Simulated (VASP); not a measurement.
SrCd: single point with PBE

SrCd, a sheet with vacuum:

```
Sr Cd
1.0
     3.86876    0.00000    0.00000
     0.00000    3.86876    0.00000
     0.00000    0.00000   27.83563
Sr Cd
1 1
Direct
  0.50000 0.50000 0.34391
  0.00000 0.00000 0.26681
```

```json
{
  "Program": "VASP 6.6.1",
  "Task": "single point",
  "Functional": "PBE",
  "Potentials or basis": "VASP PAW PBE potentials, release 64 (Sr_sv, Cd)",
  "Cutoff": "520 eV",
  "k mesh": "14 × 14 × 1",
  "Occupations": "gaussian, width 0.1 eV",
  "Spin": "no spin polarisation"
}
```

```yaml
Largest_force: 0.074 eV/Å
Band_gap_on_the_k_mesh: zero (bands 11 and 12 overlap by 0.03 eV)
```

Forces on the atoms (eV/Å):
```
Sr   0.000  0.000 -0.074
Cd   0.000  0.000  0.074
```

Levels at points of the mesh, in eV from the Fermi level:
| k point | band 8 | band 9 | band 10 | band 11 | band 12 | band 13 | band 14 | band 15 |
| --- | --- | --- | --- | --- | --- | --- | --- | --- |
| (0.00, 0.00, 0.00) | -8.73 | -8.65 | -4.96 | -1.78 | 0.38 | 0.82 | 2.09 | 2.70 |
| (0.50, 0.00, 0.00) | -8.71 | -8.66 | -3.13 | -1.36 | 0.40 | 0.93 | 1.51 | 2.21 |
| (0.50, 0.50, 0.00) | -8.71 | -8.55 | -2.04 | 0.06 | 0.06 | 1.02 | 2.35 | 2.35 |

Wall time 3.8 min on 1 thread of Intel(R) Xeon(R) 6975P-C (Granite Rapids), with other jobs on the host, peak memory 0.66 GiB.
